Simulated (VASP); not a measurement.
# TiC (rocksalt type) (Fm-3m) in VASP: notebook

Runs on TiC (rocksalt type). Level: PBE. Tasks: relaxation of cell and atoms.

Program: VASP 6.6.1. These are calculated values, not measurements. Logs are shortened: lines on timing, memory, paths and dates and some standing lists are left out, and cuts for length are marked.

## Step 1: The cell of the first run

It takes space group Fm-3m (No. 225, cubic). The conventional cell has a = 4.333 Å, b = 4.333 Å, c = 4.333 Å, α = 90.00°, β = 90.00°, γ = 90.00°. Within 2.9 Å of Ti (site symmetry m-3m) lie 6 C at 2.17 Å. C (site symmetry m-3m) has 6 Ti at 2.17 Å within 2.9 Å.

## Step 2: Relaxation of cell and atoms, PBE, target pressure 0.041 GPa, at which the enthalpy is minimised

INCAR

```
PREC = Accurate
ENCUT = 600
EDIFF = 1E-6
ISMEAR = -1
SIGMA = 0.05
LREAL = F
LASPH = T
NELM = 80
ALGO = Normal
ISIF = 3
LWAVE = F
LCHARG = F
GGA = PE
IBRION = 2
NSW = 60
EDIFFG = -0.005
PSTRESS = 0.41000000000000003
```

KPOINTS

```
regular mesh
0
Gamma
  15 15 15
```

POSCAR

```
TiC
1.0
    0.0000000000      2.1663529939      2.1663529939
    2.1663529939      0.0000000000      2.1663529939
    2.1663529939      2.1663529939      0.0000000000
Ti C
1 1
Direct
    0.0000000000      0.0000000000      0.0000000000
    0.5000000000      0.5000000000      0.5000000000
```

Potentials or basis: VASP PAW PBE potentials, release 64 (Ti_sv, C).

Started as:

```bash
cat potpaw_PBE.64/Ti_sv/POTCAR potpaw_PBE.64/C/POTCAR > POTCAR
mpirun -np 1 vasp_std > vasp.out
```

OUTCAR:

```text
PREC = Accurate
   ENCUT = 600
   EDIFF = 1E-6
   ISMEAR = -1
   LREAL = F
   LASPH = T
   NELM = 80
   ISIF = 3
   GGA = PE
   IBRION = 2
   NSW = 60
   EDIFFG = -0.005
   PSTRESS = 0.41000000000000003

 ion  position               nearest neighbor table
   1  0.000  0.000  0.000-   2 2.17   2 2.17   2 2.17   2 2.17   2 2.17   2 2.17
   2  0.500  0.500  0.500-   1 2.17   1 2.17   1 2.17   1 2.17   1 2.17   1 2.17

  LATTYP: Found a face centered cubic cell.
 ALAT       =     4.3327059878

  Lattice vectors:

 A1 = (   0.0000000000,   2.1663529939,   2.1663529939)
 A2 = (   2.1663529939,   0.0000000000,   2.1663529939)
 A3 = (   2.1663529939,   2.1663529939,   0.0000000000)

Analysis of symmetry for initial positions (statically):
=====================================================================
 Subroutine PRICEL returns:
 Original cell was already a primitive cell.

 Routine SETGRP: Setting up the symmetry group for a
 face centered cubic supercell.

 Subroutine GETGRP returns: Found 48 space group operations
 (whereof 48 operations were pure point group operations)
 out of a pool of 48 trial point group operations.

The static configuration has the point symmetry O_h .

Analysis of symmetry for dynamics (positions and initial velocities):
=====================================================================
 Subroutine PRICEL returns:
 Original cell was already a primitive cell.

 Routine SETGRP: Setting up the symmetry group for a
 face centered cubic supercell.

 Subroutine GETGRP returns: Found 48 space group operations
 (whereof 48 operations were pure point group operations)
 out of a pool of 48 trial point group operations.

The dynamic configuration has the point symmetry O_h .

 Subroutine INISYM returns: Found 48 space group operations
 (whereof 48 operations are pure point group operations),
 and found     1 'primitive' translations

----------------------------------------------------------------------------------------

                                     Primitive cell

  volume of cell :      20.3338

  direct lattice vectors                    reciprocal lattice vectors
     0.000000000  2.166352994  2.166352994    -0.230802645  0.230802645  0.230802645
     2.166352994  0.000000000  2.166352994     0.230802645 -0.230802645  0.230802645
     2.166352994  2.166352994  0.000000000     0.230802645  0.230802645 -0.230802645

  length of vectors
     3.063685785  3.063685785  3.063685785     0.399761907  0.399761907  0.399761907

  position of ions in fractional coordinates (direct lattice)
     0.000000000  0.000000000  0.000000000
     0.500000000  0.500000000  0.500000000

  ion indices of the primitive-cell ions
   primitive index   ion index
                 1           1
                 2           2

----------------------------------------------------------------------------------------

 KPOINTS: regular mesh

Automatic generation of k-mesh.
 Grid dimensions read from file:
 generate k-points for:   15   15   15

 Generating k-lattice:

  Cartesian coordinates                     Fractional coordinates (reciprocal lattice)
    -0.015386843  0.015386843  0.015386843     0.066666667  0.000000000  0.000000000
     0.015386843 -0.015386843  0.015386843     0.000000000  0.066666667  0.000000000
     0.015386843  0.015386843 -0.015386843     0.000000000  0.000000000  0.066666667

  Length of vectors
     0.026650794  0.026650794  0.026650794

  Shift w.r.t. Gamma in fractional coordinates (k-lattice)
     0.000000000  0.000000000  0.000000000

 Subroutine IBZKPT returns following result:
 ===========================================

 Found    120 irreducible k-points:

 Following reciprocal coordinates:
[... 53 lines left out ...]
   TEBEG  =    0.0;   TEEND  =   0.0 temperature during run
   PSTRESS=    0.4 pullay stress
   NELECT =      16.0000    total number of electrons
   NUPDOWN=      -1.0000    fix difference up-down
   EMIN   =  10.00;   EMAX   =-10.00  energy-range for DOS
   EFERMI =   0.00;   METHOD = LEGACY
   ISMEAR =    -1;   SIGMA  =   0.05  broadening in eV -4-tet -1-fermi 0-gaus
   EFERMI_NEDOS =   21; number of points for ismear=-14 and -15
   IALGO  =     38    algorithm
   IMIX   =      4    mixing-type and parameters
     AMIX     =   0.40;   BMIX     =  1.00
     AMIX_MAG =   1.60;   BMIX_MAG =  1.00
  volume/ion in A,a.u.               =      10.17        68.61
  Fermi-wavevector in a.u.,A,eV,Ry     =   1.511387  2.856107 31.079650  2.284290
  Thomas-Fermi vector in A             =   2.621451
   LORBIT       =      0    0 simple, 1 ext, 2 COOP (PROOUT), +10 PAW based schemes
   GGA     = PE    functional components
   LHFCALC =     F    Hartree Fock is set to
   AEXX    =    0.0000 exact exchange contribution
   IVDW    =     0    specifies the selected vdW correction
   LEPSILON=     F    determine dielectric tensor
   LRPA    =     F    only Hartree local field effects (RPA)
 conjugate gradient relaxation of ions
 non-spin polarized calculation
  energy-cutoff  :      600.00
  volume of cell :       20.33
 maximum number of plane-waves:       692
   NGX = 13   NGY = 13   NGZ = 13

--------------------------------------- Ionic step        1  -------------------------------------------

 number of electron      16.0000000 magnetization

 Free energy of the ion-electron system (eV)
  ---------------------------------------------------
  ext. energy  EPLUGINS =         0.00000000
  ---------------------------------------------------
  free energy    TOTEN  =       -18.71065549 eV

  energy without entropy =      -18.70775901  energy(sigma->0) =      -18.70920725

------------------------ aborting loop because EDIFF is reached ----------------------------------------

  FORCE on cell =-STRESS in cart. coord.  units (eV):
  Direction    XX          YY          ZZ          XY          YZ          ZX
  --------------------------------------------------------------------------------------
  -------------------------------------------------------------------------------------
  Total        0.0176868      0.0176868      0.0176868      0.0000000      0.0000000     -0.0000000
  in kB        1.3936099      1.3936099      1.3936099      0.0000000      0.0000000     -0.0000000
  external PRESSURE =       0.9836099 kB  Pullay stress =       0.4100000 kB

 VOLUME and BASIS-vectors are now :
 -----------------------------------------------------------------------------
  energy-cutoff  :      600.00
  volume of cell :       20.33
      direct lattice vectors                 reciprocal lattice vectors
     0.000000000  2.166352994  2.166352994    -0.230802645  0.230802645  0.230802645
     2.166352994  0.000000000  2.166352994     0.230802645 -0.230802645  0.230802645
     2.166352994  2.166352994  0.000000000     0.230802645  0.230802645 -0.230802645

 POSITION                                       TOTAL-FORCE (eV/Angst)
 -----------------------------------------------------------------------------------
      0.00000      0.00000      0.00000         0.000000     -0.000000      0.000000
      2.16635      2.16635      2.16635        -0.000000      0.000000     -0.000000
 -----------------------------------------------------------------------------------
    total drift:                                0.000000     -0.000000     -0.000000

  FREE ENERGIE OF THE ION-ELECTRON SYSTEM (eV)
  ---------------------------------------------------
  free  energy   TOTEN  =       -18.7106554863 eV

  energy  without entropy=      -18.7077590077  energy(sigma->0) =      -18.70920725

  enthalpy is  TOTEN    =       -18.7054520417 eV   P V=        0.0052034447

--------------------------------------- Ionic step        2  -------------------------------------------

 number of electron      16.0000000 magnetization

 Free energy of the ion-electron system (eV)
  ---------------------------------------------------
  ext. energy  EPLUGINS =         0.00000000
  ---------------------------------------------------
  free energy    TOTEN  =       -18.71065976 eV

  energy without entropy =      -18.70776012  energy(sigma->0) =      -18.70920994

 E-fermi :   9.3808     XC(G=0): -12.6884

 val. band max:        9.3794830707   @ k =   0.4000   0.3333   0.0000
 cond. band min:       9.4402152524   @ k =   0.0667   0.0667   0.0000
 fundamental gap:      0.0607321817
 Fermi energy:         9.3807730206

 k-point     1 :       0.0000    0.0000    0.0000
  band No.  band energies     occupation
      1     -47.2028      2.00000
      2     -23.2282      2.00000
      3     -23.2282      2.00000
      4     -23.2282      2.00000
      5      -2.9971      2.00000
      6      10.0842      0.00000
      7      10.0842      0.00000
      8      10.0842      0.00000
      9      11.0657      0.00000
     10      11.0657      0.00000
     11      11.0657      0.00000
     12      11.1003      0.00000
[... 331 lines left out ...]
 k-point    24 :       0.2000    0.1333    0.0000
  band No.  band energies     occupation
      1     -47.1773      2.00000
      2     -23.3640      2.00000
      3     -23.2693      2.00000
      4     -23.2639      2.00000
      5      -2.1729      2.00000
      6       7.1909      2.00000
      7       8.7034      2.00000
      8       8.9766      1.99938
      9       9.8203      0.00030
     10      11.3110      0.00000
     11      12.4891      0.00000
     12      12.8781      0.00000

 [... further k-points ...]
[... 5 lines left out ...]
  --------------------------------------------------------------------------------------
  -------------------------------------------------------------------------------------
  Total       -0.0023447     -0.0023447     -0.0023447      0.0000000      0.0000000      0.0000000
  in kB       -0.1845848     -0.1845848     -0.1845848      0.0000000      0.0000000      0.0000000
  external PRESSURE =      -0.5945848 kB  Pullay stress =       0.4100000 kB

 VOLUME and BASIS-vectors are now :
 -----------------------------------------------------------------------------
  energy-cutoff  :      600.00
  volume of cell :       20.35
      direct lattice vectors                 reciprocal lattice vectors
     0.000000000  2.167005313  2.167005313    -0.230733168  0.230733168  0.230733168
     2.167005313  0.000000000  2.167005313     0.230733168 -0.230733168  0.230733168
     2.167005313  2.167005313 -0.000000000     0.230733168  0.230733168 -0.230733168

 POSITION                                       TOTAL-FORCE (eV/Angst)
 -----------------------------------------------------------------------------------
      2.16701      2.16701     -0.00000        -0.000000      0.000000     -0.000000
      2.16701      2.16701      2.16701         0.000000     -0.000000      0.000000
 -----------------------------------------------------------------------------------
    total drift:                                0.000000     -0.000000     -0.000000

  FREE ENERGIE OF THE ION-ELECTRON SYSTEM (eV)
  ---------------------------------------------------
  free  energy   TOTEN  =       -18.7106597635 eV

  energy  without entropy=      -18.7077601172  energy(sigma->0) =      -18.70920994

  enthalpy is  TOTEN    =       -18.7054516170 eV   P V=        0.0052081466

 reached required accuracy - stopping structural energy minimisation
```

It took 33 s on 1 thread of Intel Xeon 6975P-C (Granite Rapids), shared host; peak memory 0.16 GiB.

Results:

| Quantity | Value |
| --- | --- |
| Free energy | -18.7107 eV |
| Relaxed volume | 10.18 Å³/atom |
| Relaxed cell | a = 3.065 Å, b = 3.065 Å, c = 3.065 Å, α = 60.00°, β = 60.00°, γ = 60.00° |
| Space group after relaxing (to 0.05 Å) | Fm-3m (No. 225) |
| Energy change on relaxing (the enthalpy is what falls) | -0.0 meV/atom |
| Ionic steps | 2 |
| Pressure after relaxing | 0.0 GPa |
| Band gap on the k mesh | zero (band 8 reaches 10.08 eV, above the bottom of band 9 at 8.98 eV) |

Final structure:
```
CELL_PARAMETERS angstrom
0.00000 2.16701 2.16701
2.16701 0.00000 2.16701
2.16701 2.16701 0.00000
ATOMIC_POSITIONS crystal
Ti 0.00000 0.00000 0.00000
C 0.50000 0.50000 0.50000
```

Caveat: the cell is relaxed towards a set pressure, so the enthalpy falls and the energy may rise.

## Step 3: Relaxation of cell and atoms, PBE, target pressure 0.041 GPa, at which the enthalpy is minimised

INCAR

```
SYSTEM = TiC
PREC = Accurate
ENCUT = 600
EDIFF = 1E-7
ISMEAR = -1
SIGMA = 0.05
LREAL = .FALSE.
LASPH = .TRUE.
NELM = 100
ALGO = Normal
ISIF = 3
LWAVE = .FALSE.
LCHARG = .FALSE.
GGA = PE
IBRION = 2
NSW = 32
EDIFFG = -0.005
PSTRESS = 0.41000000000000003
```

KPOINTS

```
regular mesh
0
G
  15 15 15
  0 0 0
```

POSCAR is that of step 2.

Potentials or basis: VASP PAW PBE potentials, release 64 (Ti_sv, C).

Started as:

```bash
cat potpaw_PBE.64/Ti_sv/POTCAR potpaw_PBE.64/C/POTCAR > POTCAR
mpirun -np 1 vasp_std > vasp.out
```

Wall time 47 s (1 thread of Intel Xeon 6975P-C (Granite Rapids), shared host); peak memory 0.17 GiB.

Results (log left out):

```
Free energy                                            : -18.7107 eV
Relaxed volume                                         : 10.17 Å³/atom
Relaxed cell                                           : a = 3.064 Å, b = 3.064 Å, c = 3.064 Å, α = 60.00°, β = 60.00°, γ = 60.00°
Space group after relaxing (to 0.05 Å)                 : Fm-3m (No. 225)
Energy change on relaxing (the enthalpy is what falls) : -0.0 meV/atom
Ionic steps                                            : 3
Pressure after relaxing                                : 0.0 GPa
Band gap on the k mesh                                 : zero (band 8 reaches 10.09 eV, above the bottom of band 9 at 8.99 eV)
```

Final structure:
```cif
data_structure
_symmetry_space_group_name_H-M 'P 1'
_symmetry_Int_Tables_number 1
_cell_length_a 3.0641
_cell_length_b 3.0641
_cell_length_c 3.0641
_cell_angle_alpha 60.000
_cell_angle_beta 60.000
_cell_angle_gamma 60.000
_cell_volume 20.34
loop_
_atom_site_label
_atom_site_type_symbol
_atom_site_fract_x
_atom_site_fract_y
_atom_site_fract_z
_atom_site_occupancy
Ti1 Ti 0.00000 0.00000 0.00000 1
C1 C 0.50000 0.50000 0.50000 1
```

Levels at points of the mesh, in eV from the Fermi level:
```tsv
k point	band 5	band 6	band 7	band 8	band 9	band 10	band 11	band 12
(0.00, 0.00, 0.00)	-12.38	0.70	0.70	0.70	1.69	1.69	1.69	1.72
```

Caveat: the cell is relaxed towards a set pressure, so the enthalpy falls and the energy may rise.
